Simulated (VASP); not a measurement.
# KCl (Pm-3m) in VASP: a series of runs, part 2 of 2

VASP 6.6.1. Earlier steps stand in the parts before.

## 3. Single point, PBE (volume scaled by 0.975)

INCAR

```
  ALGO = Normal
  EDIFF = 1E-6
  ENCUT = 520
  GGA = PE
  ISIF = 2
  ISMEAR = -1
  LASPH = T
  LCHARG = T
  LELF = T
  LREAL = F
  LVHAR = T
  LWAVE = F
  NBANDS = 15
  NELM = 100
  PREC = Accurate
  SIGMA = 0.01
```

KPOINTS

```
k-points
0
Gamma
  7 7 7
```

POSCAR

```
KCl
1.0
    3.6034607410      0.0000000000      0.0000000000
    0.0000000000      3.6034607410      0.0000000000
    0.0000000000      0.0000000000      3.6034607410
K Cl
1 1
Direct
    0.0000000000      0.0000000000      0.0000000000
    0.5000000000      0.5000000000      0.5000000000
```

Potentials or basis: VASP PAW PBE potentials, release 64 (K_sv, Cl).

On the command line:

```bash
cat potpaw_PBE.64/K_sv/POTCAR potpaw_PBE.64/Cl/POTCAR > POTCAR
mpirun -np 1 vasp_std > vasp.out
```

OUTCAR:

```text
EDIFF = 1E-6
   ENCUT = 520
   GGA = PE
   ISIF = 2
   ISMEAR = -1
   LASPH = T
   LREAL = F
   NELM = 100
   PREC = Accurate

 ion  position               nearest neighbor table
   1  0.000  0.000  0.000-   2 3.12   2 3.12   2 3.12   2 3.12   2 3.12   2 3.12   2 3.12   2 3.12

   2  0.500  0.500  0.500-   1 3.12   1 3.12   1 3.12   1 3.12   1 3.12   1 3.12   1 3.12   1 3.12

  LATTYP: Found a simple cubic cell.
 ALAT       =     3.6034607410

  Lattice vectors:

 A1 = (   3.6034607410,   0.0000000000,   0.0000000000)
 A2 = (   0.0000000000,   3.6034607410,   0.0000000000)
 A3 = (   0.0000000000,   0.0000000000,   3.6034607410)

Analysis of symmetry for initial positions (statically):
=====================================================================
 Subroutine PRICEL returns:
 Original cell was already a primitive cell.

 Routine SETGRP: Setting up the symmetry group for a
 simple cubic supercell.

 Subroutine GETGRP returns: Found 48 space group operations
 (whereof 48 operations were pure point group operations)
 out of a pool of 48 trial point group operations.

The static configuration has the point symmetry O_h .

Analysis of symmetry for dynamics (positions and initial velocities):
=====================================================================
 Subroutine PRICEL returns:
 Original cell was already a primitive cell.

 Routine SETGRP: Setting up the symmetry group for a
 simple cubic supercell.

 Subroutine GETGRP returns: Found 48 space group operations
 (whereof 48 operations were pure point group operations)
 out of a pool of 48 trial point group operations.

The dynamic configuration has the point symmetry O_h .

 Subroutine INISYM returns: Found 48 space group operations
 (whereof 48 operations are pure point group operations),
 and found     1 'primitive' translations

----------------------------------------------------------------------------------------

                                     Primitive cell

  volume of cell :      46.7907

  direct lattice vectors                    reciprocal lattice vectors
     3.603460741  0.000000000  0.000000000     0.277511002  0.000000000  0.000000000
     0.000000000  3.603460741  0.000000000     0.000000000  0.277511002  0.000000000
     0.000000000  0.000000000  3.603460741     0.000000000  0.000000000  0.277511002

  length of vectors
     3.603460741  3.603460741  3.603460741     0.277511002  0.277511002  0.277511002

  position of ions in fractional coordinates (direct lattice)
     0.000000000  0.000000000  0.000000000
     0.500000000  0.500000000  0.500000000

  ion indices of the primitive-cell ions
   primitive index   ion index
                 1           1
                 2           2

----------------------------------------------------------------------------------------

 KPOINTS: k-points

Automatic generation of k-mesh.
 Grid dimensions read from file:
 generate k-points for:    7    7    7

 Generating k-lattice:

  Cartesian coordinates                     Fractional coordinates (reciprocal lattice)
     0.039644429  0.000000000  0.000000000     0.142857143  0.000000000  0.000000000
     0.000000000  0.039644429  0.000000000     0.000000000  0.142857143  0.000000000
     0.000000000  0.000000000  0.039644429     0.000000000  0.000000000  0.142857143

  Length of vectors
     0.039644429  0.039644429  0.039644429

  Shift w.r.t. Gamma in fractional coordinates (k-lattice)
     0.000000000  0.000000000  0.000000000

 Subroutine IBZKPT returns following result:
 ===========================================

 Found     20 irreducible k-points:

 Following reciprocal coordinates:
            Coordinates               Weight
  0.000000  0.000000  0.000000      1.000000
  0.142857  0.000000  0.000000      6.000000
  0.285714  0.000000  0.000000      6.000000
  0.428571  0.000000  0.000000      6.000000
  0.142857  0.142857  0.000000     12.000000
  0.285714  0.142857  0.000000     24.000000
[... 12 lines left out ...]
  0.428571  0.428571  0.285714     24.000000
  0.428571  0.428571  0.428571      8.000000
   k-points           NKPTS =     20   k-points in BZ     NKDIM =     20   number of bands    NBANDS=     15
   number of dos      NEDOS =    301   number of ions     NIONS =      2
   total plane-waves  NPLWV =  21952
   dimension x,y,z NGX =    28 NGY =   28 NGZ =   28
   dimension x,y,z NGXF=    56 NGYF=   56 NGZF=   56
   ions per type =               1   1
   NGX,Y,Z   is equivalent  to a cutoff of  12.92, 12.92, 12.92 a.u.
   NGXF,Y,Z  is equivalent  to a cutoff of  25.84, 25.84, 25.84 a.u.
 SYSTEM =  unknown system
   PREC   = accura    normal or accurate (medium, high low for compatibility)
   ISTART =      0    job   : 0-new  1-cont  2-samecut
   ICHARG =      2    charge: 1-file 2-atom 10-const
   ISPIN  =      1    spin polarized calculation?
   LNONCOLLINEAR =      F non collinear calculations
   LSORBIT =      F    spin-orbit coupling
   LASPH  =      T    aspherical Exc in radial PAW
   ENCUT  =  520.0 eV  38.22 Ry    6.18 a.u.   6.70  6.70  6.70*2*pi/ulx,y,z
   NELM   =    100;   NELMIN=  2; NELMDL= -5     # of ELM steps
   EDIFF  = 0.1E-05   stopping-criterion for ELM
   LREAL  =      F    real-space projection
[... 7 lines left out ...]
   TEBEG  =    0.0;   TEEND  =   0.0 temperature during run
   PSTRESS=    0.0 pullay stress
   NELECT =      16.0000    total number of electrons
   NUPDOWN=      -1.0000    fix difference up-down
   EMIN   =  10.00;   EMAX   =-10.00  energy-range for DOS
   EFERMI =   0.00;   METHOD = LEGACY
   ISMEAR =    -1;   SIGMA  =   0.01  broadening in eV -4-tet -1-fermi 0-gaus
   EFERMI_NEDOS =   21; number of points for ismear=-14 and -15
   IALGO  =     38    algorithm
   IMIX   =      4    mixing-type and parameters
     AMIX     =   0.40;   BMIX     =  1.00
     AMIX_MAG =   1.60;   BMIX_MAG =  1.00
  volume/ion in A,a.u.               =      23.40       157.88
  Fermi-wavevector in a.u.,A,eV,Ry     =   1.144797  2.163352 17.831244  1.310559
  Thomas-Fermi vector in A             =   2.281487
   LORBIT       =      0    0 simple, 1 ext, 2 COOP (PROOUT), +10 PAW based schemes
   GGA     = PE    functional components
   LHFCALC =     F    Hartree Fock is set to
   AEXX    =    0.0000 exact exchange contribution
   IVDW    =     0    specifies the selected vdW correction
   LEPSILON=     F    determine dielectric tensor
   LRPA    =     F    only Hartree local field effects (RPA)
 non-spin polarized calculation
  energy-cutoff  :      520.00
  volume of cell :       46.79
 maximum number of plane-waves:      1274
 NGX is ok and might be reduce to    28
   NGX = 13   NGY = 13   NGZ = 13

 number of electron      16.0000006 magnetization

 Free energy of the ion-electron system (eV)
  ---------------------------------------------------
  ext. energy  EPLUGINS =         0.00000000
  ---------------------------------------------------
  free energy    TOTEN  =        -6.51194426 eV

  energy without entropy =       -6.51194426  energy(sigma->0) =       -6.51194426

 E-fermi :   0.4814     XC(G=0):  -8.9269

 val. band max:        0.1922032677   @ k =   0.4286   0.4286   0.0000
 cond. band min:       5.9452883236   @ k =   0.0000   0.0000   0.0000
 fundamental gap:      5.7530850560
 Fermi energy:         0.4814418248

 k-point     1 :       0.0000    0.0000    0.0000
  band No.  band energies     occupation
      1     -27.5646      2.00000
      2     -12.7535      2.00000
      3     -10.9021      2.00000
      4     -10.9021      2.00000
      5     -10.9021      2.00000
      6      -0.0103      2.00000
      7      -0.0103      2.00000
      8      -0.0103      2.00000
      9       5.9453      0.00000
     10       6.5500      0.00000
     11       6.5500      0.00000
     12      11.3471      0.00000
     13      11.3471      0.00000
     14      11.3471      0.00000
     15      14.5784      0.00000
[... 325 lines left out ...]
 k-point    20 :       0.4286    0.4286    0.4286
  band No.  band energies     occupation
      1     -27.4525      2.00000
      2     -12.1514      2.00000
      3     -11.1786      2.00000
      4     -11.1772      2.00000
      5     -11.1772      2.00000
      6      -1.5209      2.00000
      7      -1.5209      2.00000
      8      -1.4469      2.00000
      9       9.1142      0.00000
     10       9.4878      0.00000
     11       9.4878      0.00000
     12      11.0175      0.00000
     13      11.0304      0.00000
     14      11.0304      0.00000
     15      13.5458      0.00000

------------------------ aborting loop because EDIFF is reached ----------------------------------------

  FORCE on cell =-STRESS in cart. coord.  units (eV):
  Direction    XX          YY          ZZ          XY          YZ          ZX
  --------------------------------------------------------------------------------------
  -------------------------------------------------------------------------------------
  Total        1.6269596      1.6269596      1.6269596      0.0000000     -0.0000000     -0.0000000
  in kB       55.7093354     55.7093354     55.7093354      0.0000000     -0.0000000     -0.0000000
  external PRESSURE =      55.7093354 kB  Pullay stress =       0.0000000 kB

 VOLUME and BASIS-vectors are now :
 -----------------------------------------------------------------------------
  energy-cutoff  :      520.00
  volume of cell :       46.79
      direct lattice vectors                 reciprocal lattice vectors
     3.603460741  0.000000000  0.000000000     0.277511002  0.000000000  0.000000000
     0.000000000  3.603460741  0.000000000     0.000000000  0.277511002  0.000000000
     0.000000000  0.000000000  3.603460741     0.000000000  0.000000000  0.277511002

 POSITION                                       TOTAL-FORCE (eV/Angst)
 -----------------------------------------------------------------------------------
      0.00000      0.00000      0.00000         0.000000      0.000000      0.000000
      1.80173      1.80173      1.80173         0.000000      0.000000      0.000000
 -----------------------------------------------------------------------------------
    total drift:                               -0.000000      0.000000      0.000000

  FREE ENERGIE OF THE ION-ELECTRON SYSTEM (eV)
  ---------------------------------------------------
  free  energy   TOTEN  =        -6.5119442556 eV

  energy  without entropy=       -6.5119442556  energy(sigma->0) =       -6.51194426
```

OSZICAR:

```text
N       E                     dE             d eps       ncg     rms          rms(c)
DAV:   1     0.105404110111E+03    0.10540E+03   -0.75299E+03   600   0.100E+03
DAV:   2    -0.140426979816E+01   -0.10681E+03   -0.99309E+02   776   0.253E+02
DAV:   3    -0.660426210701E+01   -0.52000E+01   -0.51724E+01   838   0.493E+01
DAV:   4    -0.678956255971E+01   -0.18530E+00   -0.18528E+00   859   0.863E+00
DAV:   5    -0.679085131319E+01   -0.12888E-02   -0.12887E-02   852   0.838E-01    0.386E+00
DAV:   6    -0.653961787641E+01    0.25123E+00   -0.26023E-01   726   0.340E+00    0.322E+00
DAV:   7    -0.650955176778E+01    0.30066E-01   -0.90906E-02   796   0.213E+00    0.183E+00
DAV:   8    -0.651181822639E+01   -0.22665E-02   -0.16019E-02   776   0.103E+00    0.236E-01
DAV:   9    -0.651176333830E+01    0.54888E-04   -0.53252E-04   810   0.165E-01    0.952E-02
DAV:  10    -0.651194655697E+01   -0.18322E-03   -0.25224E-04   670   0.127E-01    0.263E-02
DAV:  11    -0.651194499731E+01    0.15597E-05   -0.57985E-06   847   0.179E-02    0.956E-03
DAV:  12    -0.651194425558E+01    0.74172E-06   -0.22837E-06   635   0.122E-02
   1 F= -.65119443E+01 E0= -.65119443E+01  d E =-.574640E-14
```

It took 7.4 s on 1 thread of Intel Xeon Platinum 8488C (Sapphire Rapids), shared host; peak memory 0.15 GiB.

Results:

```
Free energy            : -6.5119 eV
Pressure               : 5.6 GPa
Band gap on the k mesh : 5.75 eV, indirect (least direct gap 5.96 eV)
```

 A k mesh can miss the band edges.
